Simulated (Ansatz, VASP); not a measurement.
One calculation of CdSe, two programs

```
Cd Se
1.0
     4.24755    0.00000    0.00000
    -2.12377    3.67848    0.00000
     0.00000    0.00000    6.94145
Cd Se
2 2
Direct
  0.66667 0.33333 0.50026
  0.33333 0.66667 0.00026
  0.66667 0.33333 0.87560
  0.33333 0.66667 0.37560
```

Alike in both runs: functional LDA; k mesh 9 × 9 × 4; occupations gaussian, width 0.02 eV; no spin polarisation.

Ansatz relaxed the structure, and its values are those at the end. VASP's run is a single point on that final structure, the one shown.

```csv
,VASP,Ansatz
version,VASP 6.6.1,Ansatz 0.2.0
potentials or method,"VASP PAW LDA potentials, release 64 (Cd, Se), cutoff 520 eV","scalar-relativistic, plane waves, PAW"
valence electrons in the cell,36,72
```

|  | VASP | Ansatz | Ansatz less VASP |
| --- | --- | --- | --- |
| gap on the k mesh at the Fermi level (eV) | 0.50 | 0.46 | -0.032 |
| least direct gap on the mesh (eV) | 0.50 | 0.46 | -0.032 |
| pressure (GPa) | 0.5 | 0.0 | -0.49 |

Ansatz warns that its potentials were made for another functional, while VASP's fit it. LDA's correlation is that of Perdew and Zunger in VASP and of Perdew and Wang (1992) in Ansatz. VASP's potentials hold 36 valence electrons a cell and Ansatz's 72, so a difference there can come from the potentials and not from the codes.
